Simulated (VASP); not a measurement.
The system is Te.

```xyz
4
Lattice="3.4421 0.0000 0.0000 -1.7210 2.9809 0.0000 0.0000 0.0000 11.2418" Properties=species:S:1:pos:R:3 pbc="T T T"
Te    0.0000    0.0000    0.0000
Te    0.0000    0.0000    5.6209
Te    0.0000    1.9873    2.8104
Te    1.7210    0.9936    8.4313
```

This isn't the form of Te at room conditions, which is trigonal, of chains.

| Item | Value |
| --- | --- |
| Program | VASP 6.6.1 |
| Task | relaxation of cell and atoms |
| Functional | PBEsol |
| Potentials or basis | VASP PAW PBE potentials, release 64 (Te) |
| Cutoff | 600 eV |
| k mesh | 11 × 11 × 3 |
| Occupations | fermi-dirac, width 0.1 eV |
| Spin | no spin polarisation |

At the start: pressure -3.9 GPa; volume 28.84 Å³/atom.

Q: Where does the relaxation end?

A: Over 25 steps the energy falls by 223.7 meV/atom and the volume is 29.98 Å³/atom (+3.9 %); space group P6_3/mmc (No. 194, to 0.1 Å) before and after.

The path:
```tsv
step	energy change (eV)	largest force (eV/Å)	pressure (GPa)	volume (Å³)
1	0.0000	0.0000	-3.93	115.35
2	-0.1070	0.0000	2.13	103.93
3	-0.1218	0.0000	0.32	106.65
4	-0.1495	0.0000	0.50	106.35
5	-0.2605	0.0000	1.95	105.23
6	-0.4405	0.0000	8.08	101.87
7	-0.4434	0.0000	8.12	101.90
8	-0.4515	0.0000	8.23	101.99
9	-0.4648	0.0000	8.49	102.17
10	-0.4787	0.0000	9.08	102.48
11	-0.4584	0.0000	10.44	102.96
12	-0.4781	0.0000	9.64	102.71
13	-0.5070	0.0000	9.24	103.25
14	-0.5865	0.0000	8.06	104.89
15	-0.7146	0.0000	5.94	108.19
16	-0.8607	0.0000	2.46	114.89
17	-0.8352	0.0000	-2.34	128.62
18	-0.8925	0.0000	0.05	120.89
19	-0.8927	0.0000	0.18	120.52
20	-0.8926	0.0000	0.32	120.16
21	-0.8929	0.0000	0.29	120.14
22	-0.8937	0.0000	0.22	120.08
23	-0.8947	0.0000	0.08	119.96
24	-0.8935	0.0000	-0.19	119.69
25	-0.8948	0.0000	0.03	119.90
```

Final structure:
```xyz
4
Lattice="4.0184 0.0000 0.0000 -2.0092 3.4800 0.0000 0.0000 0.0000 8.5741" Properties=species:S:1:pos:R:3 pbc="T T T"
Te    0.0000    0.0000    0.0000
Te    0.0000    0.0000    4.2871
Te    0.0000    2.3200    2.1435
Te    2.0092    1.1600    6.4306
```

Caveat: a cell axis changed by over 15 % at a fixed basis, so the end point is rough; the PAW data sets were made with another functional, which shifts forces and pressure a little.
